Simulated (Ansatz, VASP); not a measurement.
**Two plane-wave programs on Ga**

File INCAR:

```
PREC = Accurate
ENCUT = 500
EDIFF = 1E-7
ISMEAR = 0
SIGMA = 0.1
LREAL = F
LASPH = T
NELM = 120
ALGO = Normal
ISIF = 3
LWAVE = F
LCHARG = F
GGA = PE
IBRION = 2
NSW = 80
EDIFFG = -0.05
GGA_COMPAT = F
NELMIN = 4
```

File KPOINTS:

```
regular mesh
0
Gamma
  8 8 8
```

POSCAR

```
Ga
1.0
    0.0000000000      2.0318758312      2.0318758312
    2.0318758312      0.0000000000      2.0318758312
    2.0318758312      2.0318758312      0.0000000000
Ga
1
Direct
    0.0000000000      0.0000000000      0.0000000000
```

Input for Ansatz:

```yaml
crystal:
  lattice:
    - [0.0, 2.0318758312, 2.0318758312]
    - [2.0318758312, 0.0, 2.0318758312]
    - [2.0318758312, 2.0318758312, 0.0]
  atoms:
    - { symbol: Ga, position: [0.0, 0.0, 0.0] }
basis:
  ecutwfc: 420
kpoints:
  mp_grid: { grid: [8, 8, 8] }
hamiltonian:
  xc: pbe
scf:
  occupations: { method: gaussian, width: 0.1 }
output:
  forces: true
  stress: true
  eigenvalues: true
relax:
  adjacent_minimum: "off"
  f_tol: 0.05
  max_steps: 60
  cell: { stress_tol: 0.5 }
```

Alike in both runs: task relaxation of cell and atoms; functional PBE; k mesh 8 × 8 × 8; occupations gaussian, width 0.1 eV; no spin polarisation.

```csv
,VASP,Ansatz
version,VASP 6.6.1,Ansatz 0.2.0
potentials or method,"VASP PAW PBE potentials, release 64 (Ga_d), cutoff 500 eV","scalar-relativistic, plane waves, PAW"
valence electrons in the cell,13,13
```

|  | VASP | Ansatz | Ansatz less VASP |
| --- | --- | --- | --- |
| gap on the k mesh at the Fermi level, each at its own relaxed structure (eV) | none | none | - |
| relaxed volume (Å³/atom) | 18.99 | 19.01 | +0.018 |
| relaxed cell length with the largest relative difference (Å) | 2.995 | 2.996 | +0.0010 |

A gap of «none» marks a metal or a gap that the smearing closes.
